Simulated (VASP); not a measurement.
## ZrSnTe3: single point with PBE

The system is ZrSnTe3.

```
Sn Zr Te
1.0
     5.78449    0.00000    0.00000
     0.00000    5.78449    0.00000
     0.00000    0.00000    5.78449
Sn Zr Te
1 1 3
Direct
  0.00000 0.00000 0.00000
  0.50000 0.50000 0.50000
  0.50000 0.50000 0.00000
  0.50000 0.00000 0.50000
  0.00000 0.50000 0.50000
```

```yaml
Program: VASP 6.6.1
Task: single point
Functional: PBE
Potentials_or_basis: VASP PAW PBE potentials, release 64 (Sn_d, Zr_sv, Te)
Cutoff: 500 eV
k_mesh: 4 × 4 × 4
Occupations: gaussian, width 0.05 eV
Spin: no spin polarisation
Dipole_correction: no
Further_INCAR_settings: ALGO = Normal; EDIFF = 1e-06; NBANDS = 30
```

* Pressure: -3.5 GPa
* Band gap on the k mesh: zero (bands 22 and 23 overlap by 0.33 eV)

Levels at points of the mesh, in eV from the Fermi level:
```csv
k point,band 18,band 19,band 20,band 21,band 22,band 23,band 24,band 25,band 26,band 27
"(0.00, 0.00, 0.00)",-0.88,-0.88,-0.70,-0.70,-0.70,0.02,0.02,0.02,1.38,1.38
"(0.50, 0.00, 0.00)",-2.39,-1.36,-1.28,-0.49,-0.49,-0.04,0.05,0.68,0.68,1.40
"(0.50, 0.50, 0.00)",-2.12,-2.12,-2.12,-2.12,0.03,0.26,1.38,1.38,1.71,1.72
"(0.50, 0.50, 0.50)",-3.16,-3.16,0.29,0.29,0.29,0.74,0.74,0.74,2.80,2.80
```

Wall time 62 s on 1 thread of Intel(R) Xeon(R) Platinum 8559C (Emerald Rapids), on a shared host, peak memory 0.28 GiB.

Caveat: the cell stands under tension; spin-orbit coupling is left out, which moves the levels of the heavy elements.
